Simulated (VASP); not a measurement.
# SnTe (Fm-3m) in VASP: further runs, part 2 of 2

VASP 6.6.1. The steps go on from the part before.

## (3) Relaxation of cell and atoms, RPBE+D3(BJ)

This run uses another cell than the first one, of 31.28 Å³/atom.

The input, INCAR:

```
SYSTEM = SnTe
  PREC = Accurate
  ENCUT = 600
  EDIFF = 1E-6
  ISMEAR = -1
  SIGMA = 0.05
  LREAL = .FALSE.
  LASPH = .TRUE.
  NELM = 60
  ALGO = Normal
  ISIF = 3
  LWAVE = .FALSE.
  LCHARG = .FALSE.
  GGA = RP
  IVDW = 12
  IBRION = 2
  NSW = 80
  EDIFFG = -0.01
```

The input, KPOINTS:

```
Automatic mesh
0
G
  7 7 7
  0 0 0
```

The input, POSCAR:

```
SnTe
1.0
    0.0000000000      3.1508500000      3.1508500000
    3.1508500000      0.0000000000      3.1508500000
    3.1508500000      3.1508500000      0.0000000000
Te Sn
1 1
Direct
    0.5000000000      0.5000000000      0.5000000000
    0.0000000000      0.0000000000      0.0000000000
```

Potentials or basis: VASP PAW PBE potentials, release 64 (Te, Sn_d).

Launch:

```console
> cat potpaw_PBE.64/Te/POTCAR potpaw_PBE.64/Sn_d/POTCAR > POTCAR
> mpirun -np 1 vasp_std > vasp.out
```

It took 2.2 min on 1 thread of Intel Xeon 6975P-C (Granite Rapids), shared host; peak memory 0.23 GiB.

Results (log left out):

```yaml
Free_energy: -10.8767 eV
Relaxed_volume: 25.34 Å³/atom
Relaxed_cell: a = 4.154 Å, b = 4.154 Å, c = 4.154 Å, α = 60.00°, β = 60.00°, γ = 60.00°
Space_group_after_relaxing_to_0.1_Å: Fm-3m (No. 225)
Energy_gained_by_relaxing: 237.6 meV/atom
Ionic_steps: 16
Pressure_after_relaxing: -0.1 GPa
Dispersion_energy_per_atom: -2.426 eV
```

The path:
| step | energy change (eV) | largest force (eV/Å) | pressure (GPa) | volume (Å³) |
| --- | --- | --- | --- | --- |
| 1 | 0.0000 | 0.0000 | -10.41 | 62.56 |
| 2 | -0.3622 | 0.0000 | 8.68 | 45.91 |
| 3 | -0.4751 | 0.0000 | 0.25 | 50.47 |
| 4 | -0.4752 | 0.0000 | -0.10 | 50.70 |
| 5 | -0.4752 | 0.0000 | -0.11 | 50.70 |
| 6 | -0.4752 | 0.0000 | -0.12 | 50.69 |
| 7 | -0.4752 | 0.0000 | -0.10 | 50.69 |
| 8 | -0.4752 | 0.0000 | -0.10 | 50.69 |
| 9 | -0.4752 | 0.0000 | -0.10 | 50.69 |
| 10 | -0.4752 | 0.0000 | -0.10 | 50.69 |
| 11 | -0.4752 | 0.0000 | -0.10 | 50.69 |
| 12 | -0.4752 | 0.0000 | -0.10 | 50.69 |
| 13 | -0.4752 | 0.0000 | -0.10 | 50.69 |
| 14 | -0.4752 | 0.0000 | -0.11 | 50.69 |
| 15 | -0.4752 | 0.0000 | -0.12 | 50.69 |
| 16 | -0.4752 | 0.0000 | -0.06 | 50.68 |

Final structure:
```
Te Sn
1.0
     0.00000    2.93717    2.93717
     2.93717    0.00000    2.93717
     2.93717    2.93717    0.00000
Te Sn
1 1
Direct
  0.50000 0.50000 0.50000
  0.00000 0.00000 0.00000
```

Levels at points of the mesh, in eV from the Fermi level:
| k point | band 7 | band 8 | band 9 | band 10 | band 11 | band 12 | band 13 | band 14 |
| --- | --- | --- | --- | --- | --- | --- | --- | --- |
| (0.00, 0.00, 0.00) | -3.60 | -2.77 | -2.77 | -2.77 | 3.80 | 3.80 | 3.80 | 4.30 |

Caveat: this odd mesh misses L, so gap, dielectric constants and Born charges aren't listed; the volume moved by over 15 % at a fixed basis, so the end points are rough; the PAW data sets were made with another functional, which shifts forces and pressure a little; spin-orbit coupling is left out, which moves the levels of the heavy elements.

## (4) Relaxation of cell and atoms, PBEsol+D4

This run uses another cell than the first one, of 31.28 Å³/atom.

The input, INCAR:

```
SYSTEM = SnTe
PREC = Accurate
ENCUT = 600
EDIFF = 1E-6
ISMEAR = -1
SIGMA = 0.05
LREAL = .False.
LASPH = .True.
NELM = 60
ALGO = Normal
ISIF = 3
LWAVE = .False.
LCHARG = .False.
GGA = PS
IVDW = 13
IBRION = 2
NSW = 80
EDIFFG = -0.02
```

The input, KPOINTS:

```
regular mesh
0
Gamma
  7 7 7
  0 0 0
```

POSCAR is that of step 3.

Launch:

```console
> cat potpaw_PBE.64/Te/POTCAR potpaw_PBE.64/Sn_d/POTCAR > POTCAR
> mpirun -np 1 vasp_std > vasp.out
```

It took 47 s on 1 thread of Intel Xeon 6975P-C (Granite Rapids), shared host; peak memory 0.22 GiB.

Results (log left out):

| Item | Value |
| --- | --- |
| Free energy | -8.8611 eV |
| Relaxed volume | 30.25 Å³/atom |
| Relaxed cell | a = 4.406 Å, b = 4.406 Å, c = 4.406 Å, α = 60.00°, β = 60.00°, γ = 60.00° |
| Space group after relaxing (to 0.1 Å) | Fm-3m (No. 225) |
| Energy gained by relaxing | 5.2 meV/atom |
| Ionic steps | 3 |
| Pressure after relaxing | 0.0 GPa |
| Dispersion energy per atom | -0.261 eV |

Step by step:
| step | energy change (eV) | largest force (eV/Å) | pressure (GPa) | volume (Å³) |
| --- | --- | --- | --- | --- |
| 1 | 0.0000 | 0.0000 | -1.59 | 62.56 |
| 2 | -0.0091 | 0.0000 | 0.59 | 59.80 |
| 3 | -0.0104 | 0.0000 | 0.00 | 60.50 |

Final structure:
```xyz
2
Lattice="0.0000 3.1158 3.1158 3.1158 0.0000 3.1158 3.1158 3.1158 0.0000" Properties=species:S:1:pos:R:3 pbc="T T T"
Te    3.1159    3.1159    3.1159
Sn    0.0000    0.0000    0.0000
```

Levels at points of the mesh, in eV from the Fermi level:
```csv
k point,band 7,band 8,band 9,band 10,band 11,band 12,band 13,band 14
"(0.00, 0.00, 0.00)",-4.63,-2.28,-2.28,-2.28,3.36,3.36,3.36,4.61
```

Caveat: this odd mesh misses L, so gap, dielectric constants and Born charges aren't listed; the PAW data sets were made with another functional, which shifts forces and pressure a little; spin-orbit coupling is left out, which moves the levels of the heavy elements.

## (5) Single point, PBE, non-collinear spin, zero start, spin-orbit coupling

This run uses another cell than the first one, of 31.91 Å³/atom.

The input, INCAR:

```
PREC = Accurate
ENCUT = 520
EDIFF = 1E-6
ISMEAR = -1
SIGMA = 0.05
LREAL = F
LASPH = T
NELM = 150
ALGO = Normal
ISIF = 2
LWAVE = F
LCHARG = T
MAGMOM = 0 0 0 0 0 0
LORBIT = 11
LSORBIT = T
GGA_COMPAT = F
LORBMOM = T
GGA = PE
LVHAR = T
NBANDS = 32
```

The input, KPOINTS:

```
Automatic mesh
0
Gamma
  7 7 7
```

The input, POSCAR:

```
SnTe
1.0
    0.0000000000      3.1717171644      3.1717171644
    3.1717171644      0.0000000000      3.1717171644
    3.1717171644      3.1717171644      0.0000000000
Te Sn
1 1
Direct
    0.5000000000      0.5000000000      0.5000000000
    0.0000000000      0.0000000000      0.0000000000
```

Potentials or basis: VASP PAW PBE potentials, release 64 (Te, Sn_d).

Launch:

```console
> cat potpaw_PBE.64/Te/POTCAR potpaw_PBE.64/Sn_d/POTCAR > POTCAR
> mpirun -np 1 vasp_ncl > vasp.out
```

OUTCAR:

```text
PREC = Accurate
   ENCUT = 520
   EDIFF = 1E-6
   ISMEAR = -1
   LREAL = F
   LASPH = T
   NELM = 150
   ISIF = 2
   LORBIT = 11
   LSORBIT = T
   GGA = PE

 ion  position               nearest neighbor table
   1  0.500  0.500  0.500-   2 3.17   2 3.17   2 3.17   2 3.17   2 3.17   2 3.17
   2  0.000  0.000  0.000-   1 3.17   1 3.17   1 3.17   1 3.17   1 3.17   1 3.17

  LATTYP: Found a face centered cubic cell.
 ALAT       =     6.3434343288

  Lattice vectors:

 A1 = (   0.0000000000,   3.1717171644,   3.1717171644)
[... 985 lines left out ...]
     0.0000000    -0.0037082     0.0000000    -0.0037082     0.0000000
    -0.0012212    -0.0012212    -0.0037082     0.0000000    -0.0012361
    -0.0049443    -0.0012361     0.0000000    -0.0012361     0.0000000
 l=   3
     0.0000000     0.0000000     0.0000000     0.0000000     0.0000000     0.0000000     0.0000000
     0.0000000     0.0000000     0.0000000     0.0000000     0.0000000     0.0000000     0.0000000
     0.0000000     0.0000000     0.0000000     0.0000000     0.0000000     0.0000000     0.0000000
     0.0000000     0.0000000     0.0000000     0.0000000     0.0000000     0.0000000     0.0000000
     0.0000000     0.0000000     0.0000000     0.0000000     0.0000000     0.0000000     0.0000000
     0.0000000     0.0000000     0.0000000     0.0000000     0.0000000     0.0000000     0.0000000
     0.0000000     0.0000000     0.0000000     0.0000000     0.0000000     0.0000000     0.0000000

 total charge

# of ion       s       p       d       tot
------------------------------------------
    1        1.385   1.960   0.028   3.373
    2        1.367   0.728   9.982  12.077
--------------------------------------------------
tot          2.752   2.688  10.010  15.450

 magnetization (x)

# of ion       s       p       d       tot
------------------------------------------
    1        0.000   0.000   0.000   0.000
    2       -0.000   0.000  -0.000  -0.000
--------------------------------------------------
tot         -0.000   0.000   0.000  -0.000

 magnetization (y)

# of ion       s       p       d       tot
------------------------------------------
    1        0.000   0.000   0.000   0.000
    2        0.000  -0.000   0.000   0.000
--------------------------------------------------
tot          0.000  -0.000   0.000   0.000

 magnetization (z)

# of ion       s       p       d       tot
------------------------------------------
    1        0.000   0.000   0.000   0.000
    2       -0.000   0.000   0.000  -0.000
--------------------------------------------------
tot         -0.000   0.000   0.000  -0.000
```

OSZICAR:

```text
N       E                     dE             d eps       ncg     rms          rms(c)
DAV:   1     0.175393369201E+03    0.17539E+03   -0.89782E+03  1352   0.147E+03
DAV:   2     0.155475427276E+02   -0.15985E+03   -0.15362E+03  1304   0.434E+02
DAV:   3    -0.671431523697E+01   -0.22262E+02   -0.21825E+02  1568   0.134E+02
DAV:   4    -0.772234099595E+01   -0.10080E+01   -0.10063E+01  1472   0.305E+01
DAV:   5    -0.776136756988E+01   -0.39027E-01   -0.39025E-01  1872   0.605E+00    0.508E+00
DAV:   6    -0.770527182057E+01    0.56096E-01   -0.11620E-01  1616   0.261E+00    0.328E+00
DAV:   7    -0.770590329967E+01   -0.63148E-03   -0.39556E-02  1656   0.990E-01    0.176E+00
DAV:   8    -0.770737001815E+01   -0.14667E-02   -0.20460E-03  1464   0.308E-01    0.476E-01
DAV:   9    -0.770741252102E+01   -0.42503E-04   -0.12141E-03  1664   0.300E-01    0.132E-01
DAV:  10    -0.770752159304E+01   -0.10907E-03   -0.17511E-04  1456   0.879E-02    0.357E-02
DAV:  11    -0.770753238350E+01   -0.10790E-04   -0.11186E-05  1608   0.271E-02    0.165E-02
DAV:  12    -0.770753715887E+01   -0.47754E-05   -0.61146E-06  1256   0.141E-02    0.133E-02
DAV:  13    -0.770753798901E+01   -0.83014E-06   -0.45296E-07  1000   0.844E-03
   1 F= -.77075380E+01 E0= -.77073920E+01  d E =-.291905E-03  mag=    -0.0000    -0.0000     0.0000
```

Wall time 2.7 min (1 thread of Intel Xeon 8259CL, shared host); peak memory 0.41 GiB.

Results:

```
Free energy                                           : -7.7075 eV
Pressure                                              : 1.3 GPa
Net moment                                            : 0.00 μB per cell
Valence electrons inside the program's atomic spheres : Te 3.37; Sn 12.08
```

Moments on the atoms (μB; x, y, z):
```
Te  0.00 0.00 0.00
Sn  0.00 0.00 0.00
```

Caveat: this odd mesh misses L, so gap, dielectric constants and Born charges aren't listed.

## (6) Summary

| task | level | spin | cell | cutoff (eV) | pressure (GPa) | relaxed volume (Å³/atom) |
| --- | --- | --- | --- | --- | --- | --- |
| single point | RPBE+D4 | off | a = 4.435 Å, angles 60.0°, 2 atoms | 520 | 0.0 | - |
| relaxation of cell and atoms | RPBE+D3(BJ) | off | relaxed from a = 4.456 Å, angles 60.0°, 2 atoms | 600 | -0.1 | 25.34 |
| relaxation of cell and atoms | PBEsol+D4 | off | relaxed from a = 4.456 Å, angles 60.0°, 2 atoms | 600 | 0.0 | 30.25 |
| single point | PBE | non-collinear, zero start, SOC | a = 4.485 Å, angles 60.0°, 2 atoms | 520 | 1.3 | - |

Alike in all rows: potentials or basis VASP PAW PBE potentials, release 64 (Te, Sn_d); k mesh 7 × 7 × 7; smearing fermi-dirac 0.05 eV.

Caveats: the PAW data sets were made with another functional, which shifts forces and pressure a little (at least some runs); spin-orbit coupling is left out, which moves the levels of the heavy elements (at least some runs); the volume moved by over 15 % at a fixed basis, so the end points are rough (at least some runs).

Total energies depend on the potentials used, so only differences within one code and one set of settings carry meaning.
